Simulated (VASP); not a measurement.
# Be27S in VASP: notebook

Runs on Be27S. Level: PBE. Tasks: relaxation of the atoms, single point.

Program: VASP 6.6.1. These are calculated values, not measurements. Logs are shortened: lines on timing, memory, paths and dates and some standing lists are left out, and cuts for length are marked.

## Step 1: The cell of the first run

The cell holds a slab with vacuum, 28 atoms: a = 6.870 Å, b = 6.870 Å, c = 14.588 Å, α = 90.00°, β = 90.00°, γ = 60.00°.

## Step 2: Relaxation of the atoms, PBE

INCAR reads:

```
SYSTEM = Be27S
PREC = Accurate
ENCUT = 520
EDIFF = 1E-6
ISMEAR = -1
SIGMA = 0.1
LREAL = Auto
LASPH = .TRUE.
NELM = 80
ALGO = Normal
ISIF = 2
LWAVE = .FALSE.
LCHARG = .FALSE.
GGA = PE
IBRION = 2
NSW = 80
EDIFFG = -0.03
```

KPOINTS reads:

```
regular mesh
0
G
  4 4 1
  0 0 0
```

POSCAR reads:

```
Be27S
1.0
    6.8700000000      0.0000000000      0.0000000000
    3.4350000000      5.9495950000      0.0000000000
    0.0000000000      0.0000000000     14.5884300000
Be S
27 1
Selective dynamics
Direct
    0.0000000000      0.0000000000      0.0685474700  F F F
    0.3333333300      0.0000000000      0.0685474700  F F F
    0.6666666700      0.0000000000      0.0685474700  F F F
    0.0000000100      0.3333333100      0.0685474700  F F F
    0.3333333500      0.3333333100      0.0685474700  F F F
    0.6666666800      0.3333333100      0.0685474700  F F F
    0.0000000300      0.6666666100      0.0685474700  F F F
    0.3333333600      0.6666666100      0.0685474700  F F F
    0.6666666900      0.6666666100      0.0685474700  F F F
   -0.1111111000      0.2222222000      0.1915363800  T T T
    0.2222222300      0.2222222000      0.1915363800  T T T
    0.5555555600      0.2222222000      0.1915363800  T T T
   -0.1111110900      0.5555555100      0.1915363800  T T T
    0.2222222400      0.5555555100      0.1915363800  T T T
    0.5555555800      0.5555555100      0.1915363800  T T T
   -0.1111110800      0.8888888200      0.1915363800  T T T
    0.2222222600      0.8888888200      0.1915363800  T T T
    0.5555555900      0.8888888200      0.1915363800  T T T
    0.0000000000      0.0000000000      0.3145252800  T T T
    0.3333333300      0.0000000000      0.3145252800  T T T
    0.6666666700      0.0000000000      0.3145252800  T T T
    0.0000000100      0.3333333100      0.3145252800  T T T
    0.3333333500      0.3333333100      0.3145252800  T T T
    0.6666666800      0.3333333100      0.3145252800  T T T
    0.0000000300      0.6666666100      0.3145252800  T T T
    0.3333333600      0.6666666100      0.3145252800  T T T
    0.6666666900      0.6666666100      0.3145252800  T T T
    0.5555555800      0.5555555100      0.4228302800  T T T
```

Potentials or basis: VASP PAW PBE potentials, release 64 (Be, S).

Run with:

```sh
cat potpaw_PBE.64/Be/POTCAR potpaw_PBE.64/S/POTCAR > POTCAR
mpirun -np 1 vasp_std > vasp.out
```

OUTCAR:

```text
SYSTEM = Be27S
   PREC = Accurate
   ENCUT = 520
   EDIFF = 1E-6
   ISMEAR = -1
   LREAL = Auto
   LASPH = .TRUE.
   NELM = 80
   ISIF = 2
   GGA = PE
   IBRION = 2
   NSW = 80
   EDIFFG = -0.03

 ion  position               nearest neighbor table
   1  0.000  0.000  0.069-  10 2.23  16 2.23  17 2.23   3 2.29   2 2.29   6 2.29   4 2.29   8 2.29
                             7 2.29
   2  0.333  0.000  0.069-  11 2.23  17 2.23  18 2.23   1 2.29   4 2.29   3 2.29   5 2.29   9 2.29
                             8 2.29
   3  0.667  0.000  0.069-  12 2.23  16 2.23  18 2.23   1 2.29   6 2.29   5 2.29   2 2.29   7 2.29
                             9 2.29
   4  0.000  0.333  0.069-  13 2.23  11 2.23  10 2.23   6 2.29   9 2.29   7 2.29   1 2.29   2 2.29
                             5 2.29
   5  0.333  0.333  0.069-  12 2.23  14 2.23  11 2.23   8 2.29   6 2.29   7 2.29   3 2.29   4 2.29
                             2 2.29
   6  0.667  0.333  0.069-  15 2.23  10 2.23  12 2.23   9 2.29   4 2.29   5 2.29   8 2.29   3 2.29
                             1 2.29
   7  0.000  0.667  0.069-  14 2.23  13 2.23  16 2.23   8 2.29   5 2.29   4 2.29   9 2.29   1 2.29
                             3 2.29
   8  0.333  0.667  0.069-  14 2.23  15 2.23  17 2.23   5 2.29   7 2.29   9 2.29   6 2.29   1 2.29
                             2 2.29
   9  0.667  0.667  0.069-  15 2.23  13 2.23  18 2.23   6 2.29   8 2.29   4 2.29   7 2.29   2 2.29
[... 22 lines left out ...]
                            26 2.29
  21  0.667  0.000  0.315-  12 2.23  16 2.23  18 2.23  19 2.29  23 2.29  24 2.29  20 2.29  25 2.29
                            27 2.29
  22  0.000  0.333  0.315-  13 2.23  11 2.23  10 2.23  24 2.29  25 2.29  27 2.29  20 2.29  19 2.29
                            23 2.29
  23  0.333  0.333  0.315-  12 2.23  14 2.23  11 2.23  26 2.29  24 2.29  25 2.29  21 2.29  22 2.29
                            20 2.29
  24  0.667  0.333  0.315-  28 2.06  15 2.23  10 2.23  12 2.23  27 2.29  22 2.29  23 2.29  26 2.29
                            21 2.29  19 2.29
  25  0.000  0.667  0.315-  14 2.23  13 2.23  16 2.23  26 2.29  23 2.29  22 2.29  27 2.29  19 2.29
                            21 2.29
  26  0.333  0.667  0.315-  28 2.06  14 2.23  15 2.23  17 2.23  23 2.29  25 2.29  27 2.29  24 2.29
                            19 2.29  20 2.29
  27  0.667  0.667  0.315-  28 2.06  15 2.23  13 2.23  18 2.23  24 2.29  26 2.29  22 2.29  25 2.29
                            20 2.29  21 2.29
  28  0.556  0.556  0.423-  27 2.06  24 2.06  26 2.06

  LATTYP: Found a hexagonal cell.
 ALAT       =     6.8700004122
 C/A-ratio  =     2.1234976892

  Lattice vectors:

 A1 = (  -3.4350000000,  -5.9495950000,   0.0000000000)
 A2 = (   6.8700000000,   0.0000000000,   0.0000000000)
 A3 = (   0.0000000000,   0.0000000000,  14.5884300000)

Analysis of symmetry for initial positions (statically):
=====================================================================
 Subroutine PRICEL returns:
 Original cell was already a primitive cell.

 Routine SETGRP: Setting up the symmetry group for a
 hexagonal supercell.

 Subroutine GETGRP returns: Found  6 space group operations
 (whereof  2 operations were pure point group operations)
 out of a pool of 24 trial point group operations.

The static configuration has the point symmetry C_1h.
 The point group associated with its full space group is C_3v.

Analysis of symmetry for dynamics (positions and initial velocities):
=====================================================================
 Subroutine PRICEL returns:
 Original cell was already a primitive cell.

 Routine SETGRP: Setting up the symmetry group for a
 hexagonal supercell.

 Subroutine GETGRP returns: Found  6 space group operations
 (whereof  2 operations were pure point group operations)
 out of a pool of 24 trial point group operations.

The dynamic configuration has the point symmetry C_1h.
 The point group associated with its full space group is C_3v.

Analysis of constrained symmetry for selective dynamics:
=====================================================================
 Subroutine PRICEL returns:
 Original cell was already a primitive cell.

 Routine SETGRP: Setting up the symmetry group for a
 hexagonal supercell.

 Subroutine GETGRP returns: Found  6 space group operations
 (whereof  2 operations were pure point group operations)
 out of a pool of 24 trial point group operations.

[... 99 lines left out ...]

  Shift w.r.t. Gamma in fractional coordinates (k-lattice)
     0.000000000  0.000000000  0.000000000

 Subroutine IBZKPT returns following result:
 ===========================================

 Found      4 irreducible k-points:

 Following reciprocal coordinates:
            Coordinates               Weight
  0.000000  0.000000  0.000000      1.000000
  0.250000 -0.000000  0.000000      6.000000
  0.500000 -0.000000  0.000000      3.000000
  0.500000  0.250000  0.000000      6.000000
   k-points           NKPTS =      4   k-points in BZ     NKDIM =      4   number of bands    NBANDS=     45
   number of dos      NEDOS =    301   number of ions     NIONS =     28
   total plane-waves  NPLWV = 314928
   dimension x,y,z NGX =    54 NGY =   54 NGZ =  108
   dimension x,y,z NGXF=   108 NGYF=  108 NGZF=  216
   ions per type =              27   1
   NGX,Y,Z   is equivalent  to a cutoff of  13.07, 13.07, 12.31 a.u.
   NGXF,Y,Z  is equivalent  to a cutoff of  26.13, 26.13, 24.61 a.u.
 SYSTEM =  Be27S
   PREC   = accura    normal or accurate (medium, high low for compatibility)
   ISTART =      0    job   : 0-new  1-cont  2-samecut
   ICHARG =      2    charge: 1-file 2-atom 10-const
   ISPIN  =      1    spin polarized calculation?
   LNONCOLLINEAR =      F non collinear calculations
   LSORBIT =      F    spin-orbit coupling
   LASPH  =      T    aspherical Exc in radial PAW
   ENCUT  =  520.0 eV  38.22 Ry    6.18 a.u.  12.77 12.77 27.12*2*pi/ulx,y,z
   NELM   =     80;   NELMIN=  2; NELMDL= -5     # of ELM steps
   EDIFF  = 0.1E-05   stopping-criterion for ELM
   LREAL  =      T    real-space projection
   EDIFFG = -.3E-01   stopping-criterion for IOM
   NSW    =     80    number of steps for IOM
   IBRION =      2    ionic relax: 0-MD 1-quasi-New 2-CG
   NFREE  =      1    steps in history (QN), initial steepest desc. (CG)
   ISIF   =      2    stress and relaxation
   ISYM   =      2    0-nonsym 1-usesym 2-fastsym
   POTIM  = 0.5000    time-step for ionic-motion
   TEBEG  =    0.0;   TEEND  =   0.0 temperature during run
   PSTRESS=    0.0 pullay stress
   NELECT =      60.0000    total number of electrons
   NUPDOWN=      -1.0000    fix difference up-down
   EMIN   =  10.00;   EMAX   =-10.00  energy-range for DOS
   EFERMI =   0.00;   METHOD = LEGACY
   ISMEAR =    -1;   SIGMA  =   0.10  broadening in eV -4-tet -1-fermi 0-gaus
   EFERMI_NEDOS =   21; number of points for ismear=-14 and -15
   IALGO  =     38    algorithm
   IMIX   =      4    mixing-type and parameters
     AMIX     =   0.40;   BMIX     =  1.00
     AMIX_MAG =   1.60;   BMIX_MAG =  1.00
  volume/ion in A,a.u.               =      21.30       143.71
  Fermi-wavevector in a.u.,A,eV,Ry     =   0.761449  1.438931  7.888727  0.579805
  Thomas-Fermi vector in A             =   1.860692
   LORBIT       =      0    0 simple, 1 ext, 2 COOP (PROOUT), +10 PAW based schemes
   GGA     = PE    functional components
   LHFCALC =     F    Hartree Fock is set to
   AEXX    =    0.0000 exact exchange contribution
   IVDW    =     0    specifies the selected vdW correction
   LEPSILON=     F    determine dielectric tensor
   LRPA    =     F    only Hartree local field effects (RPA)
 conjugate gradient relaxation of ions
 non-spin polarized calculation
  energy-cutoff  :      520.00
  volume of cell :      596.28
 maximum number of plane-waves:     16072
 NGX is ok and might be reduce to    54
   NGX = 25   NGY = 25   NGZ = 55

--------------------------------------- Ionic step        1  -------------------------------------------

 number of electron      60.0000001 magnetization

 Free energy of the ion-electron system (eV)
  ---------------------------------------------------
  ext. energy  EPLUGINS =         0.00000000
  ---------------------------------------------------
  free energy    TOTEN  =       -98.30084513 eV

  energy without entropy =      -98.00466014  energy(sigma->0) =      -98.15275263

------------------------ aborting loop because EDIFF is reached ----------------------------------------

  FORCE on cell =-STRESS in cart. coord.  units (eV):
  Direction    XX          YY          ZZ          XY          YZ          ZX
  --------------------------------------------------------------------------------------
  -------------------------------------------------------------------------------------
  Total      -15.4231556    -15.4231581      2.2134443      0.0000000      0.0000000      0.0000000
  in kB      -41.4410859    -41.4410925      5.9473909      0.0000000      0.0000000      0.0000000
  external PRESSURE =     -25.6449291 kB  Pullay stress =       0.0000000 kB
[... 167 lines left out ...]
  FREE ENERGIE OF THE ION-ELECTRON SYSTEM (eV)
  ---------------------------------------------------
  free  energy   TOTEN  =       -98.5130136228 eV

  energy  without entropy=      -98.2477382696  energy(sigma->0) =      -98.38037595

[... ionic steps 4 to 12 ...]

--------------------------------------- Ionic step       13  -------------------------------------------

 number of electron      60.0000000 magnetization

------------------------ aborting loop because EDIFF is reached ----------------------------------------
[... 119 lines left out ...]
--------------------------------------- Ionic step       15  -------------------------------------------

 number of electron      60.0000000 magnetization

 Free energy of the ion-electron system (eV)
  ---------------------------------------------------
  ext. energy  EPLUGINS =         0.00000000
  ---------------------------------------------------
  free energy    TOTEN  =       -98.54754681 eV

  energy without entropy =      -98.28031410  energy(sigma->0) =      -98.41393046

 E-fermi :  -0.5782     XC(G=0):  -5.4994

 val. band max:       -0.5839298067   @ k =   0.2500  -0.0000   0.0000
 cond. band min:      -0.5178485041   @ k =   0.0000   0.0000   0.0000
 fundamental gap:      0.0660813026
 Fermi energy:        -0.5781815422

 k-point     1 :       0.0000    0.0000    0.0000
  band No.  band energies     occupation
      1     -13.8329      2.00000
      2     -10.1456      2.00000
      3      -7.9312      2.00000
      4      -7.1061      2.00000
      5      -7.1061      2.00000
      6      -7.0986      2.00000
[... 169 lines left out ...]
     41       3.3717      0.00000
     42       3.5914      0.00000
 [bands above 42 left out]

------------------------ aborting loop because EDIFF is reached ----------------------------------------

  FORCE on cell =-STRESS in cart. coord.  units (eV):
  Direction    XX          YY          ZZ          XY          YZ          ZX
  --------------------------------------------------------------------------------------
  -------------------------------------------------------------------------------------
  Total      -15.8000078    -15.8000103     -0.0206880      0.0000000      0.0000000      0.0000000
  in kB      -42.4536648    -42.4536716     -0.0555873      0.0000000      0.0000000      0.0000000
  external PRESSURE =     -28.3209746 kB  Pullay stress =       0.0000000 kB
[... 43 lines left out ...]
  FREE ENERGIE OF THE ION-ELECTRON SYSTEM (eV)
  ---------------------------------------------------
  free  energy   TOTEN  =       -98.5475468119 eV

  energy  without entropy=      -98.2803141033  energy(sigma->0) =      -98.41393046

 reached required accuracy - stopping structural energy minimisation
```

It took 47 min on 1 thread of Intel Xeon Platinum 8259CL at 2.50GHz (Skylake/Cascade Lake), shared host; peak memory 0.73 GiB.

Results:

- Free energy: -98.5475 eV
- Energy gained by relaxing: 8.8 meV/atom
- Ionic steps: 15
- Band gap on the k mesh: zero (bands 30 and 31 overlap by 0.08 eV)

Step by step:
| step | energy change (eV) | largest force on free atoms (eV/Å) | pressure (GPa) |
| --- | --- | --- | --- |
| 1 | 0.0000 | 0.8531 | -2.56 |
| 2 | -0.1274 | 0.4018 | -2.55 |
| 3 | -0.2122 | 0.2840 | -2.47 |
| 4 | -0.2124 | 0.3178 | -2.46 |
| 5 | -0.2234 | 0.1780 | -2.46 |
| 6 | -0.2285 | 0.3212 | -2.45 |
| 7 | -0.2341 | 0.1183 | -2.55 |
| 8 | -0.2341 | 0.1263 | -2.56 |
| 9 | -0.2394 | 0.0752 | -2.62 |
| 10 | -0.2429 | 0.0684 | -2.71 |
| 11 | -0.2453 | 0.0549 | -2.78 |
| 12 | -0.2455 | 0.0818 | -2.81 |
| 13 | -0.2462 | 0.0520 | -2.81 |
| 14 | -0.2462 | 0.0466 | -2.81 |
| 15 | -0.2467 | 0.0180 | -2.83 |

Final structure:
```
CELL_PARAMETERS angstrom
6.87000 0.00000 0.00000
3.43500 5.94960 0.00000
0.00000 0.00000 14.58843
ATOMIC_POSITIONS crystal
Be 0.00000 0.00000 0.06855
Be 0.33333 0.00000 0.06855
Be 0.66667 0.00000 0.06855
Be 0.00000 0.33333 0.06855
Be 0.33333 0.33333 0.06855
Be 0.66667 0.33333 0.06855
Be 0.00000 0.66667 0.06855
Be 0.33333 0.66667 0.06855
Be 0.66667 0.66667 0.06855
Be 0.88762 0.22669 0.19690
Be 0.22222 0.22222 0.18813
Be 0.55235 0.22669 0.19690
Be 0.88762 0.55235 0.19690
Be 0.22669 0.55235 0.19690
Be 0.55556 0.55556 0.18801
Be 0.88889 0.88889 0.19097
Be 0.22669 0.88762 0.19690
Be 0.55235 0.88762 0.19690
Be 0.99820 0.99820 0.31663
Be 0.32866 0.00934 0.31723
Be 0.67026 0.99820 0.31663
Be 0.00934 0.32866 0.31723
Be 0.32866 0.32866 0.31723
Be 0.67269 0.32129 0.32296
Be 0.99820 0.67026 0.31663
Be 0.32129 0.67269 0.32296
Be 0.67269 0.67269 0.32296
S 0.55556 0.55556 0.42543
```

Levels at points of the mesh, in eV from the Fermi level:
| k point | band 27 | band 28 | band 29 | band 30 | band 31 | band 32 | band 33 | band 34 |
| --- | --- | --- | --- | --- | --- | --- | --- | --- |
| (0.00, 0.00, 0.00) | -0.27 | -0.23 | -0.23 | 0.06 | 0.58 | 0.75 | 0.93 | 1.50 |
| (0.50, 0.00, 0.00) | -0.83 | -0.58 | -0.30 | -0.16 | -0.02 | 0.15 | 0.81 | 1.68 |

(Continued in part 2 of 2.)
